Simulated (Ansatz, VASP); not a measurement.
## BeS in VASP and in Ansatz

```
Be S
1.0
     0.00000    2.43431    2.43431
     2.43431    0.00000    2.43431
     2.43431    2.43431    0.00000
Be S
1 1
Direct
  0.00000 0.00000 0.00000
  0.75000 0.75000 0.75000
```

Alike in both runs: task single point; functional HF; k mesh 6 × 6 × 6; no spin polarisation.

|  | VASP | Ansatz |
| --- | --- | --- |
| version | VASP 6.6.1 | Ansatz 0.2.0 |
| potentials or method | VASP PAW PBE potentials, release 64 (Be, S) | plane waves, PAW |
| plane-wave cutoff (eV) | 520 | 420 |
| occupations | gaussian, width 0.01 eV | fixed |
| valence electrons in the cell | 8 | 8 |

Ansatz gave:

| Item | Value |
| --- | --- |
| gap on the k mesh at the Fermi level (eV) | 10.47 |
| pressure (GPa) | 5.0 |

**Question.** What did VASP give for the same quantities?

**Answer.** gap on the k mesh at the Fermi level (eV): 10.50; pressure (GPa): 4.2.

VASP's potentials were made for PBE, not for HF. Ansatz's warnings: stress exchange threshold loose, stress scf threshold loose.
